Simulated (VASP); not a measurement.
Set up this calculation in VASP 6.6.1, as the native input.

```
Task                   : single point
Functional             : r2SCAN
Dispersion             : rVV10
Potentials or basis    : VASP PAW PBE potentials, release 64 (Cd, S)
Cutoff                 : 520 eV
k mesh                 : 8 × 8 × 8
Occupations            : fermi-dirac, width 0.05 eV
Spin                   : no spin polarisation
Dipole correction      : no
Further INCAR settings : ALGO = Normal; EDIFF = 1e-06; NBANDS = 16
```

The system is CdS (Hawleyite).

```xyz
2
Lattice="0.0000 2.8969 2.8969 2.8969 0.0000 2.8969 2.8969 2.8969 0.0000" Properties=species:S:1:pos:R:3 pbc="T T T"
Cd    0.0000    0.0000    0.0000
S     4.3454    4.3454    4.3454
```

These files were run (other wordings do the same):

POSCAR

```
CdS
1.0
    0.0000000000      2.8969255847      2.8969255847
    2.8969255847      0.0000000000      2.8969255847
    2.8969255847      2.8969255847      0.0000000000
Cd S
1 1
Direct
    0.0000000000      0.0000000000      0.0000000000
    0.7500000000      0.7500000000      0.7500000000
```

INCAR.step1

```
SYSTEM = CdS
PREC = Accurate ; ENCUT = 520
ISMEAR = -1 ; SIGMA = 0.05
LREAL = .False. ; LASPH = .True.
NELM = 60 ; NBANDS = 16
GGA = PE ; ALGO = Normal
EDIFF = 1E-4 ; LWAVE = .True.
LCHARG = .False.
```

INCAR.step2

```
SYSTEM = CdS
PREC = Accurate ; ENCUT = 520
EDIFF = 1E-6 ; ISMEAR = -1
SIGMA = 0.05 ; LREAL = .False.
LASPH = .True. ; NELM = 60
ALGO = Normal ; ISIF = 2
LWAVE = .False. ; LCHARG = .False.
METAGGA = R2SCAN ; LMIXTAU = .True.
LUSE_VDW = .True. ; IVDW_NL = 2
BPARAM = 11.95 ; CPARAM = 0.0093
NBANDS = 16 ; ISTART = 1
```

KPOINTS

```
Automatic mesh
0
Gamma
  8 8 8
  0 0 0
```

Potentials or basis: VASP PAW PBE potentials, release 64 (Cd, S).

Launch:

```sh
$ cat potpaw_PBE.64/Cd/POTCAR potpaw_PBE.64/S/POTCAR > POTCAR
$ cp INCAR.step1 INCAR
$ mpirun -np 1 vasp_std > vasp.out
$ cp INCAR.step2 INCAR
$ mpirun -np 1 vasp_std > vasp.out
```

It gave:

| Quantity | Value |
| --- | --- |
| Pressure | 2.4 GPa |
| Band gap on the k mesh | 1.58 eV, direct |

Caveat: the PAW data sets were made with another functional, which shifts forces and pressure a little.

Wall time 59 s on 1 thread of Intel(R) Xeon(R) 6975P-C (Granite Rapids), with other jobs on the host, peak memory 0.29 GiB.
